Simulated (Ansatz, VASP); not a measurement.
## KCdF3: VASP beside Ansatz

```xyz
5
Lattice="4.3383 0.0000 0.0000 0.0000 4.3383 0.0000 0.0000 0.0000 4.3821" Properties=species:S:1:pos:R:3 pbc="T T T"
K     0.0000    0.0000    0.0000
Cd    2.1691    2.1691    2.1910
F     0.0000    2.1691    2.1910
F     2.1691    0.0000    2.1910
F     2.1691    2.1691    0.0000
```

Change from the starting cell: strain -0.0100 x Voigt [1, 1, 0, 0, 0, 0], atoms carried along.

Alike in both runs: task single point; functional LDA; k mesh 6 × 6 × 6; occupations gaussian, width 0.05 eV; no spin polarisation.

|  | VASP | Ansatz |
| --- | --- | --- |
| version | VASP 6.6.1 | Ansatz 0.2.0 |
| potentials or method | VASP PAW LDA potentials, release 64 (K_sv, Cd, F), cutoff 520 eV | scalar-relativistic, plane waves, PAW |
| valence electrons in the cell | 42 | 50 |

|  | VASP | Ansatz | Ansatz less VASP |
| --- | --- | --- | --- |
| gap on the k mesh at the Fermi level (eV) | 2.77 | 2.78 | +0.012 |
| least direct gap on the mesh (eV) | 4.71 | 4.74 | +0.027 |
| pressure (GPa) | -1.6 | -2.3 | -0.73 |
| traceless stress, the component that is largest in VASP (GPa) | -0.65 | -0.59 | +0.056 |

LDA's correlation is that of Perdew and Zunger in VASP and of Perdew and Wang (1992) in Ansatz. VASP's potentials hold 42 valence electrons a cell and Ansatz's 50, so a difference there can come from the potentials and not from the codes.
